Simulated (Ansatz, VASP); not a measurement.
# Two plane-wave programs on AlAs

```
Al As
1.0
     0.00000    2.83723    2.83723
     2.83723    0.00000    2.83723
     2.83723    2.83723    0.00000
Al As
1 1
Direct
  0.00000 0.00000 0.00000
  0.25000 0.25000 0.25000
```

Alike in both runs: functional PBEsol; k mesh 8 × 8 × 8; occupations gaussian, width 0.02 eV; no spin polarisation.

Ansatz relaxed the structure, and its values are those at the end. VASP's run is a single point on that final structure, the one shown.

```csv
,VASP,Ansatz
version,VASP 6.6.1,Ansatz 0.2.0
potentials or method,"VASP PAW PBE potentials, release 64 (Al, As), cutoff 500 eV","scalar-relativistic, plane waves, PAW"
valence electrons in the cell,8,18
```

```csv
,VASP,Ansatz,Ansatz less VASP
gap on the k mesh at the Fermi level (eV),1.33,1.34,+0.012
least direct gap on the mesh (eV),1.92,1.91,-0.014
pressure (GPa),0.3,0.0,-0.28
```

VASP's potentials were made for PBE, not for PBEsol, and Ansatz warns of the same on its side. VASP's potentials hold 8 valence electrons a cell and Ansatz's 18, so a difference there can come from the potentials and not from the codes.
